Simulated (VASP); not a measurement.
O, 1 atom in the cell. It takes space group P4/mmm (No. 123, tetragonal). Conventional cell: a = 1.764 Å, b = 1.764 Å, c = 3.033 Å, α = 90.00°, β = 90.00°, γ = 90.00°. Within 2.3 Å of O (site symmetry 4/mmm) lie 4 O at 1.76 Å. 

| Quantity | Value |
| --- | --- |
| Program | VASP 6.6.1 |
| Task | single point |
| Functional | PBEsol |
| Potentials or basis | VASP PAW PBE potentials, release 64 (O) |
| Cutoff | 520 eV |
| k mesh | 16 × 16 × 9 |
| Occupations | fermi-dirac, width 0.1 eV |
| Spin | no spin polarisation |
| Dipole correction | no |
| Further INCAR settings | ALGO = Normal; EDIFF = 1e-06; NBANDS = 9 |

Potentials or basis: VASP PAW PBE potentials, release 64 (O).

Launch:

```bash
$ cat potpaw_PBE.64/O/POTCAR > POTCAR
$ mpirun -np 1 vasp_std > vasp.out
```

Hardware: 1 thread of AMD EPYC 9R14 (Zen 4), with other jobs on the host.

Question: Estimate the wall time of this run.

Answer: Wall time 7.5 s on 1 thread of AMD EPYC 9R14 (Zen 4), with other jobs on the host, peak memory 0.09 GiB. Counts: scf iterations 11, k points 225.
